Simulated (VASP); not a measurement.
# Fe3Co (P4/mmm) in VASP: a series of runs

The runs below take Fe3Co through single point, with PBEsol+D3(BJ).

Program: VASP 6.6.1. These are calculated values, not measurements. Logs are shortened: lines on timing, memory, paths and dates and some standing lists are left out, and cuts for length are marked.

### Step 1. The cell of the first run

It takes space group P4/mmm (No. 123, tetragonal). The conventional cell has a = 4.024 Å, b = 4.024 Å, c = 2.828 Å, α = 90.00°, β = 90.00°, γ = 90.00°. Fe (site symmetry 4/mmm) has 10 Fe at 2.46 to 2.83 Å and 4 Co at 2.85 Å within 3.2 Å. Fe (site symmetry mmm) has 10 Fe at 2.46 to 2.85 Å and 4 Co at 2.46 Å within 3.2 Å. Co (site symmetry 4/mmm) has 12 Fe at 2.46 to 2.85 Å and 2 Co at 2.83 Å within 3.2 Å.

### Step 2. Single point, PBEsol+D3(BJ), collinear spin, ferromagnetic start

INCAR reads:

```
SYSTEM = Fe3Co
PREC     = Accurate       ! precision mode
ENCUT    = 600            ! plane-wave cutoff, eV
EDIFF    = 1E-6           ! SCF threshold, eV
ISMEAR   = -1             ! smearing method
SIGMA    = 0.15           ! smearing width, eV
LREAL    = .False.        ! projectors in reciprocal space
LASPH    = .True.         ! aspherical terms in the spheres
NELM     = 200            ! most SCF steps
ALGO     = Normal         ! electronic algorithm
ISIF     = 2              ! what is computed and relaxed
LWAVE    = .False.        ! write WAVECAR
LCHARG   = .False.        ! write CHGCAR
ISPIN    = 2              ! spin polarisation
MAGMOM   = 3.5 3.5 3.5 2.5 ! initial moments
LORBIT   = 11             ! projections on sites
LMAXMIX  = 4              ! l up to which the mixer works
GGA      = PS             ! functional
IVDW     = 12             ! dispersion correction
NBANDS   = 28             ! bands
GGA_COMPAT= .False.
```

KPOINTS reads:

```
Automatic mesh
0
Gamma
  2 2 3
  0 0 0
```

POSCAR reads:

```
Fe3Co
1.0
    4.0235790000      0.0000000000      0.0000000000
    0.0000000000      4.0235790000      0.0000000000
    0.0000000000      0.0000000000      2.8277050000
Fe Co
3 1
Direct
    0.5000000000      0.5000000000      0.0000000000
    0.5000000000      0.0000000000      0.5000000000
    0.0000000000      0.5000000000      0.5000000000
    0.0000000000      0.0000000000      0.0000000000
```

Potentials or basis: VASP PAW PBE potentials, release 64 (Fe, Co).

Command:

```bash
$ cat potpaw_PBE.64/Fe/POTCAR potpaw_PBE.64/Co/POTCAR > POTCAR
$ mpirun -np 1 vasp_std > vasp.out
```

OUTCAR:

```text
SYSTEM = Fe3Co
   PREC = Accurate
   ENCUT = 600
   EDIFF = 1E-6
   ISMEAR = -1
   LREAL = .False.
   LASPH = .True.
   NELM = 200
   ISIF = 2
   ISPIN = 2
   LORBIT = 11
   GGA = PS
   IVDW = 12
 IVDW          = 12

 ion  position               nearest neighbor table
   1  0.500  0.500  0.000-   2 2.46   3 2.46   2 2.46   3 2.46   2 2.46   2 2.46   3 2.46   3 2.46
                             4 2.85   4 2.85   4 2.85   4 2.85
   2  0.500  0.000  0.500-   1 2.46   4 2.46   1 2.46   4 2.46   1 2.46   1 2.46   4 2.46   4 2.46
                             3 2.85   3 2.85   3 2.85   3 2.85
   3  0.000  0.500  0.500-   1 2.46   4 2.46   1 2.46   4 2.46   4 2.46   4 2.46   1 2.46   1 2.46
                             2 2.85   2 2.85   2 2.85   2 2.85
   4  0.000  0.000  0.000-   2 2.46   3 2.46   2 2.46   3 2.46   3 2.46   3 2.46   2 2.46   2 2.46
                             1 2.85   1 2.85   1 2.85   1 2.85

  LATTYP: Found a simple tetragonal cell.
 ALAT       =     4.0235790000
 C/A-ratio  =     0.7027835169

  Lattice vectors:

 A1 = (   4.0235790000,   0.0000000000,   0.0000000000)
 A2 = (   0.0000000000,   4.0235790000,   0.0000000000)
 A3 = (   0.0000000000,   0.0000000000,   2.8277050000)

Analysis of symmetry for initial positions (statically):
=====================================================================
 Subroutine PRICEL returns:
 Original cell was already a primitive cell.

 Routine SETGRP: Setting up the symmetry group for a
 simple tetragonal supercell.

 Subroutine GETGRP returns: Found 16 space group operations
 (whereof 16 operations were pure point group operations)
 out of a pool of 16 trial point group operations.

The static configuration has the point symmetry D_4h.

Analysis of symmetry for dynamics (positions and initial velocities):
=====================================================================
 Subroutine PRICEL returns:
 Original cell was already a primitive cell.

 Routine SETGRP: Setting up the symmetry group for a
 simple tetragonal supercell.

 Subroutine GETGRP returns: Found 16 space group operations
 (whereof 16 operations were pure point group operations)
 out of a pool of 16 trial point group operations.

The dynamic configuration has the point symmetry D_4h.

Analysis of structural, dynamic, and magnetic symmetry:
=====================================================================
 Subroutine PRICEL returns:
 Original cell was already a primitive cell.

 Routine SETGRP: Setting up the symmetry group for a
 simple tetragonal supercell.

 Subroutine GETGRP returns: Found 16 space group operations
 (whereof 16 operations were pure point group operations)
 out of a pool of 16 trial point group operations.

The overall configuration has the point symmetry D_4h.

 Subroutine INISYM returns: Found 16 space group operations
 (whereof 16 operations are pure point group operations),
 and found     1 'primitive' translations

----------------------------------------------------------------------------------------

                                     Primitive cell

  volume of cell :      45.7782

  direct lattice vectors                    reciprocal lattice vectors
     4.023579000  0.000000000  0.000000000     0.248534949  0.000000000  0.000000000
     0.000000000  4.023579000  0.000000000     0.000000000  0.248534949  0.000000000
     0.000000000  0.000000000  2.827705000     0.000000000  0.000000000  0.353643679

  length of vectors
     4.023579000  4.023579000  2.827705000     0.248534949  0.248534949  0.353643679

  position of ions in fractional coordinates (direct lattice)
     0.500000000  0.500000000  0.000000000
     0.500000000  0.000000000  0.500000000
     0.000000000  0.500000000  0.500000000
     0.000000000  0.000000000  0.000000000

  ion indices of the primitive-cell ions
   primitive index   ion index
                 1           1
                 2           2
                 3           3
                 4           4

----------------------------------------------------------------------------------------

 KPOINTS: Automatic mesh

Automatic generation of k-mesh.
 Grid dimensions read from file:
 generate k-points for:    2    2    3

 Generating k-lattice:

  Cartesian coordinates                     Fractional coordinates (reciprocal lattice)
     0.124267474  0.000000000  0.000000000     0.500000000  0.000000000  0.000000000
     0.000000000  0.124267474  0.000000000     0.000000000  0.500000000  0.000000000
     0.000000000  0.000000000  0.117881226     0.000000000  0.000000000  0.333333333

  Length of vectors
     0.124267474  0.124267474  0.117881226

  Shift w.r.t. Gamma in fractional coordinates (k-lattice)
     0.000000000  0.000000000  0.000000000

 Subroutine IBZKPT returns following result:
 ===========================================

 Found      6 irreducible k-points:

 Following reciprocal coordinates:
            Coordinates               Weight
  0.000000  0.000000  0.000000      1.000000
  0.500000  0.000000  0.000000      2.000000
  0.500000  0.500000  0.000000      1.000000
  0.000000  0.000000  0.333333      2.000000
  0.500000  0.000000  0.333333      4.000000
  0.500000  0.500000  0.333333      2.000000
   k-points           NKPTS =      6   k-points in BZ     NKDIM =      6   number of bands    NBANDS=     28
   number of dos      NEDOS =    301   number of ions     NIONS =      4
   total plane-waves  NPLWV =  24576
   dimension x,y,z NGX =    32 NGY =   32 NGZ =   24
   dimension x,y,z NGXF=    64 NGYF=   64 NGZF=   48
   ions per type =               3   1
   NGX,Y,Z   is equivalent  to a cutoff of  13.22, 13.22, 14.11 a.u.
   NGXF,Y,Z  is equivalent  to a cutoff of  26.44, 26.44, 28.22 a.u.
 SYSTEM =  Fe3Co
   PREC   = accura    normal or accurate (medium, high low for compatibility)
   ISTART =      0    job   : 0-new  1-cont  2-samecut
   ICHARG =      2    charge: 1-file 2-atom 10-const
   ISPIN  =      2    spin polarized calculation?
   LNONCOLLINEAR =      F non collinear calculations
   LSORBIT =      F    spin-orbit coupling
   LASPH  =      T    aspherical Exc in radial PAW
   ENCUT  =  600.0 eV  44.10 Ry    6.64 a.u.   8.04  8.04  5.65*2*pi/ulx,y,z
   NELM   =    200;   NELMIN=  2; NELMDL= -5     # of ELM steps
   EDIFF  = 0.1E-05   stopping-criterion for ELM
   LREAL  =      F    real-space projection
   EDIFFG = 0.1E-04   stopping-criterion for IOM
   NSW    =      0    number of steps for IOM
   IBRION =     -1    ionic relax: 0-MD 1-quasi-New 2-CG
   NFREE  =      0    steps in history (QN), initial steepest desc. (CG)
   ISIF   =      2    stress and relaxation
   ISYM   =      2    0-nonsym 1-usesym 2-fastsym
   POTIM  = 0.5000    time-step for ionic-motion
   TEBEG  =    0.0;   TEEND  =   0.0 temperature during run
   PSTRESS=    0.0 pullay stress
   NELECT =      33.0000    total number of electrons
   NUPDOWN=      -1.0000    fix difference up-down
   EMIN   =  10.00;   EMAX   =-10.00  energy-range for DOS
   EFERMI =   0.00;   METHOD = LEGACY
   ISMEAR =    -1;   SIGMA  =   0.15  broadening in eV -4-tet -1-fermi 0-gaus
   EFERMI_NEDOS =   21; number of points for ismear=-14 and -15
   IALGO  =     38    algorithm
   IMIX   =      4    mixing-type and parameters
     AMIX     =   0.40;   BMIX     =  1.00
     AMIX_MAG =   1.60;   BMIX_MAG =  1.00
  volume/ion in A,a.u.               =      11.44        77.23
  Fermi-wavevector in a.u.,A,eV,Ry     =   1.467889  2.773907 29.316431  2.154697
  Thomas-Fermi vector in A             =   2.583452
   LORBIT       =     11    0 simple, 1 ext, 2 COOP (PROOUT), +10 PAW based schemes
   GGA     = PS    functional components
   LHFCALC =     F    Hartree Fock is set to
   AEXX    =    0.0000 exact exchange contribution
   IVDW    =    12    specifies the selected vdW correction
   LEPSILON=     F    determine dielectric tensor
   LRPA    =     F    only Hartree local field effects (RPA)
 spin polarized calculation
  energy-cutoff  :      600.00
  volume of cell :       45.78
 maximum number of plane-waves:      1548
   NGX = 17   NGY = 17   NGZ = 11

 number of electron      33.0000000 magnetization      13.0000000

 number of electron      33.0000007 magnetization       8.7187929

 Free energy of the ion-electron system (eV)
  ---------------------------------------------------
  ext. energy  EPLUGINS =         0.00000000
  ---------------------------------------------------
  free energy    TOTEN  =       -34.18563207 eV

  energy without entropy =      -33.79407630  energy(sigma->0) =      -33.98985419

 E-fermi :   6.7921     XC(G=0): -13.2375

 val. band max:        6.7894613012   @ k =   0.5000   0.0000   0.0000
 cond. band min:       6.8310324848   @ k =   0.0000   0.0000   0.0000
 fundamental gap:      0.0415711836
 Fermi energy:         6.7920784702

 spin component 1

 k-point     1 :       0.0000    0.0000    0.0000
  band No.  band energies     occupation
      1      -2.0196      1.00000
      2       1.5880      1.00000
      3       1.6752      1.00000
      4       1.6955      1.00000
      5       1.7718      1.00000
      6       3.1188      1.00000
[... 20 lines left out ...]
     27      16.1327      0.00000
     28      16.3540      0.00000

 k-point     2 :       0.5000    0.0000    0.0000
  band No.  band energies     occupation
      1       0.1891      1.00000
      2       0.2826      1.00000
      3       2.3171      1.00000
      4       2.3902      1.00000
      5       2.7556      1.00000
      6       2.8339      1.00000
[... 116 lines left out ...]
 k-point     6 :       0.5000    0.5000    0.3333
  band No.  band energies     occupation
      1       1.6482      1.00000
      2       1.7276      1.00000
      3       1.7709      1.00000
      4       1.7709      1.00000
      5       3.2572      1.00000
      6       3.3365      1.00000
[... 20 lines left out ...]
     27      15.2812      0.00000
     28      15.3946      0.00000
 Fermi energy:         6.7920784702

 spin component 2

 k-point     1 :       0.0000    0.0000    0.0000
  band No.  band energies     occupation
      1      -1.7613      1.00000
      2       2.8866      1.00000
      3       2.8905      1.00000
      4       3.4769      1.00000
      5       3.4969      1.00000
      6       4.8568      1.00000
[... 20 lines left out ...]
     27      16.4833      0.00000
     28      16.7130      0.00000

 k-point     2 :       0.5000    0.0000    0.0000
  band No.  band energies     occupation
      1       0.4995      1.00000
      2       0.6473      1.00000
      3       3.8888      1.00000
      4       4.0390      1.00000
      5       4.4248      1.00000
      6       4.5813      1.00000
[... 116 lines left out ...]
 k-point     6 :       0.5000    0.5000    0.3333
  band No.  band energies     occupation
      1       2.8474      1.00000
      2       2.9357      1.00000
      3       2.9357      1.00000
      4       2.9562      1.00000
      5       4.9128      1.00000
      6       5.0865      0.99999
[... 20 lines left out ...]
     27      16.4338      0.00000
     28      16.5929      0.00000

------------------------ aborting loop because EDIFF is reached ----------------------------------------

 Edisp (eV)   -1.34801

 E8    (eV) :    -0.9006

  FORCE on cell =-STRESS in cart. coord.  units (eV):
  Direction    XX          YY          ZZ          XY          YZ          ZX
  --------------------------------------------------------------------------------------
  -------------------------------------------------------------------------------------
  Total      -3.85054    -3.85054    -3.45430     0.00000    -0.00000     0.00000
  in kB    -134.76391  -134.76391  -120.89603     0.00000    -0.00000     0.00000
  external pressure =     -130.14 kB  Pullay stress =        0.00 kB

 VOLUME and BASIS-vectors are now :
 -----------------------------------------------------------------------------
  energy-cutoff  :      600.00
  volume of cell :       45.78
      direct lattice vectors                 reciprocal lattice vectors
     4.023579000  0.000000000  0.000000000     0.248534949  0.000000000  0.000000000
     0.000000000  4.023579000  0.000000000     0.000000000  0.248534949  0.000000000
     0.000000000  0.000000000  2.827705000     0.000000000  0.000000000  0.353643679

 POSITION                                       TOTAL-FORCE (eV/Angst)
 -----------------------------------------------------------------------------------
      2.01179      2.01179      0.00000         0.000000      0.000000      0.000000
      2.01179      0.00000      1.41385         0.000000      0.000000      0.000000
      0.00000      2.01179      1.41385         0.000000      0.000000      0.000000
      0.00000      0.00000      0.00000         0.000000      0.000000      0.000000
 -----------------------------------------------------------------------------------
    total drift:                                0.000000     -0.000000     -0.000000

  FREE ENERGIE OF THE ION-ELECTRON SYSTEM (eV)
  ---------------------------------------------------
  free  energy   TOTEN  =       -35.5336398217 eV

  energy  without entropy=      -35.1420840510  energy(sigma->0) =      -35.33786194

 total charge

# of ion       s       p       d       tot
------------------------------------------
    1        0.488   0.516   6.262   7.267
    2        0.485   0.523   6.208   7.216
    3        0.485   0.523   6.208   7.216
    4        0.488   0.508   7.247   8.244
--------------------------------------------------
tot          1.946   2.071  25.925  29.943

 magnetization (x)

# of ion       s       p       d       tot
------------------------------------------
    1       -0.005  -0.040   2.149   2.104
    2       -0.004  -0.036   2.484   2.445
    3       -0.004  -0.036   2.484   2.445
    4       -0.014  -0.038   1.749   1.697
--------------------------------------------------
tot         -0.026  -0.149   8.865   8.691
```

Run time: 23 s. Hardware: 1 thread of AMD EPYC 7R13 (Zen 3), shared host; peak memory 0.16 GiB.

What came out:

```
Free energy                                           : -35.5336 eV
Pressure                                              : -13.0 GPa
Net moment                                            : 8.72 μB per cell
Site moments                                          : Fe +2.10, +2.44 (each value once); Co +1.70 μB
Valence electrons inside the program's atomic spheres : Fe 7.27, 7.22 (each value once); Co 8.24
Dispersion energy per atom                            : -0.337 eV
```

Caveat: the k points lie up to 0.78 Å⁻¹ apart; the PAW data sets were made with another functional, which shifts forces and pressure a little.

### Step 3. Single point, PBEsol+D3(BJ), collinear spin, ferromagnetic start

INCAR reads:

```
  ALGO = Normal
  EDIFF = 1E-6
  ENCUT = 600
  GGA = PS
  GGA_COMPAT = False
  ISIF = 2
  ISMEAR = -1
  ISPIN = 2
  IVDW = 12
  LASPH = True
  LCHARG = True
  LELF = True
  LMAXMIX = 4
  LORBIT = 11
  LREAL = False
  LVHAR = True
  LWAVE = False
  MAGMOM = 3.5 3.5 3.5 2.5
  NBANDS = 28
  NELM = 200
  PREC = Accurate
  SIGMA = 0.15
```

KPOINTS reads:

```
k-points
0
Gamma
  3 3 4
```

POSCAR is that of step 2.

Potentials or basis: VASP PAW PBE potentials, release 64 (Fe, Co).

Command:

```bash
$ cat potpaw_PBE.64/Fe/POTCAR potpaw_PBE.64/Co/POTCAR > POTCAR
$ mpirun -np 1 vasp_std > vasp.out
```

It took 32 s on 1 thread of AMD EPYC 7R13 (Zen 3), shared host; peak memory 0.17 GiB.

Results (log left out):

```yaml
Free_energy: -35.9356 eV
Pressure: -14.3 GPa
Net_moment: 8.85 μB per cell
Site_moments: Fe +2.21, +2.48 (each value once); Co +1.68 μB
Valence_electrons_inside_the_program's_atomic_spheres: Fe 7.27, 7.21 (each value once); Co 8.24
Dispersion_energy_per_atom: -0.337 eV
```

Stress tensor (GPa, compression positive):
```
-14.41   0.00   0.00
  0.00 -14.41   0.00
  0.00   0.00 -14.11
```

Levels at points of the mesh, in eV from the Fermi level:
Spin up:
```tsv
k point	band 17	band 18	band 19	band 20	band 21	band 22	band 23	band 24	band 25	band 26
(0.00, 0.00, 0.00)	-0.48	-0.48	-0.33	0.06	0.06	0.08	0.08	6.65	6.76	9.35
(0.00, 0.00, 0.50)	-1.38	-1.26	-1.23	-1.20	-0.13	-0.11	8.08	8.11	8.11	8.11
```
Spin down:
```
           k point  band 9  band 10  band 11  band 12  band 13  band 14  band 15  band 16
(0.00, 0.00, 0.00)   -0.69    -0.69     0.27     0.27     0.71     0.81     1.10     1.41
(0.00, 0.00, 0.50)   -1.32    -0.95    -0.49    -0.49    -0.13    -0.13     0.38     0.84
```

Caveat: the k points lie up to 0.56 Å⁻¹ apart; the PAW data sets were made with another functional, which shifts forces and pressure a little.

### Step 4. Single point, PBEsol+D3(BJ), collinear spin, ferromagnetic start

INCAR reads:

```
ALGO = Normal
EDIFF = 1E-6
ENCUT = 600
GGA = PS
GGA_COMPAT = False
ISIF = 2
ISMEAR = -1
ISPIN = 2
IVDW = 12
LASPH = True
LCHARG = False
LMAXMIX = 4
LORBIT = 11
LREAL = False
LWAVE = False
MAGMOM = 3.5 3.5 3.5 2.5
NBANDS = 28
NELM = 200
PREC = Accurate
SIGMA = 0.15
```

KPOINTS reads:

```
k-points
0
Gamma
  4 4 5
```

POSCAR is that of step 3.

Command:

```bash
$ cat potpaw_PBE.64/Fe/POTCAR potpaw_PBE.64/Co/POTCAR > POTCAR
$ mpirun -np 1 vasp_std > vasp.out
```

Run time: 50 s. Hardware: 1 thread of AMD EPYC 7R13 (Zen 3), shared host; peak memory 0.19 GiB.

The run converged. Its results:

```
Free energy                                           : -35.9735 eV
Pressure                                              : -13.0 GPa
Net moment                                            : 9.12 μB per cell
Site moments                                          : Fe +2.31, +2.54 (each value once); Co +1.70 μB
Valence electrons inside the program's atomic spheres : Fe 7.27, 7.21 (each value once); Co 8.24
Dispersion energy per atom                            : -0.337 eV
```

Stress tensor (GPa, compression positive):
```
-13.34   0.00   0.00
  0.00 -13.34   0.00
  0.00   0.00 -12.32
```

Levels at points of the mesh, in eV from the Fermi level:
Spin up:
```csv
k point,band 17,band 18,band 19,band 20,band 21,band 22,band 23,band 24,band 25,band 26
"(0.00, 0.00, 0.00)",-0.45,-0.45,-0.32,0.06,0.06,0.11,0.11,6.67,6.78,9.38
"(0.50, 0.00, 0.00)",-1.54,-1.45,-1.31,-1.21,-0.42,0.02,4.64,4.65,7.12,7.45
"(0.50, 0.50, 0.00)",-1.59,-1.50,-1.39,-1.39,-0.35,-0.17,-0.17,-0.17,16.34,16.36
```
Spin down:
```
           k point  band 8  band 9  band 10  band 11  band 12  band 13  band 14  band 15  band 16  band 17
(0.00, 0.00, 0.00)   -0.68   -0.60    -0.60     0.32     0.32     0.79     0.86     1.18     1.51     1.70
(0.50, 0.00, 0.00)   -1.23   -1.02    -0.75    -0.70    -0.03     0.28     0.62     0.66     0.67     1.00
(0.50, 0.50, 0.00)   -0.92   -0.90    -0.65    -0.65    -0.05    -0.05    -0.01     0.00     0.02     0.67
```

Caveat: the k points lie up to 0.44 Å⁻¹ apart; the PAW data sets were made with another functional, which shifts forces and pressure a little.

(Part 1 of 2 ends here.)
